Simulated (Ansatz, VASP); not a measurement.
**Al2Cu: VASP beside Ansatz**

```
CELL_PARAMETERS angstrom
4.10518 0.00000 0.00000
0.00000 4.10518 0.00000
0.00000 0.00000 2.89131
ATOMIC_POSITIONS crystal
Al 0.50000 0.00000 0.50000
Al 0.00000 0.50000 0.50000
Cu 0.00000 0.00000 0.00000
```

Alike in both runs: task single point; functional PBEsol; k mesh 10 × 10 × 14; occupations fermi-dirac, width 0.05 eV; no spin polarisation.

|  | VASP | Ansatz |
| --- | --- | --- |
| version | VASP 6.6.1 | Ansatz 0.2.0 |
| potentials or method | VASP PAW PBE potentials, release 64 (Al, Cu), cutoff 520 eV | scalar-relativistic, plane waves, PAW |
| valence electrons in the cell | 17 | 25 |

VASP gave:

```
gap on the k mesh at the Fermi level (eV)                     : none
pressure (GPa)                                                : -2.2
traceless stress, the component that is largest in VASP (GPa) : -0.66
```

Question: What did Ansatz give for the same quantities?

Answer: gap on the k mesh at the Fermi level (eV): none; pressure (GPa): -2.4; traceless stress, the component that is largest in VASP (GPa): -0.69.

VASP's potentials were made for PBE, not for PBEsol. A gap of «none» marks a metal or a gap that the smearing closes. VASP's potentials hold 17 valence electrons a cell and Ansatz's 25, so a difference there can come from the potentials and not from the codes.
